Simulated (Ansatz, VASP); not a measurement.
**Be3Pd2S in VASP and in Ansatz**

```
CELL_PARAMETERS angstrom
2.37564 1.37157 3.53501
-2.37564 1.37157 3.53501
0.00000 -2.74315 3.53501
ATOMIC_POSITIONS crystal
Be 0.00000 0.50000 0.00000
Be 0.50000 0.00000 0.00000
Be 0.00000 0.00000 0.50000
Pd 0.62942 0.62942 0.62942
Pd 0.37058 0.37058 0.37058
S 0.00000 0.00000 0.00000
```

Change from the starting cell: species swapped into the Er2Al3Cu type (R-3m, No. 166).

Alike in both runs: functional PBE; k mesh 6 × 6 × 6; occupations gaussian, width 0.1 eV; no spin polarisation.

Ansatz relaxed the structure, and its values are those at the end. VASP's run is a single point on that final structure, the one shown.

```csv
,VASP,Ansatz
version,VASP 6.6.1,Ansatz 0.2.0
potentials or method,"VASP PAW PBE potentials, release 64 (Be, Pd, S), cutoff 520 eV","scalar-relativistic, plane waves, PAW"
valence electrons in the cell,32,48
```

VASP gave:

```
gap on the k mesh at the Fermi level (eV) : none
pressure (GPa)                            : 0.0
rms of the force components (eV/Å)        : 0.002
```

Problem. What did Ansatz give for the same quantities?

Solution. gap on the k mesh at the Fermi level (eV): none; pressure (GPa): 0.1; rms of the force components (eV/Å): 0.004.

A gap of «none» marks a metal or a gap that the smearing closes. VASP's potentials hold 32 valence electrons a cell and Ansatz's 48, so a difference there can come from the potentials and not from the codes.
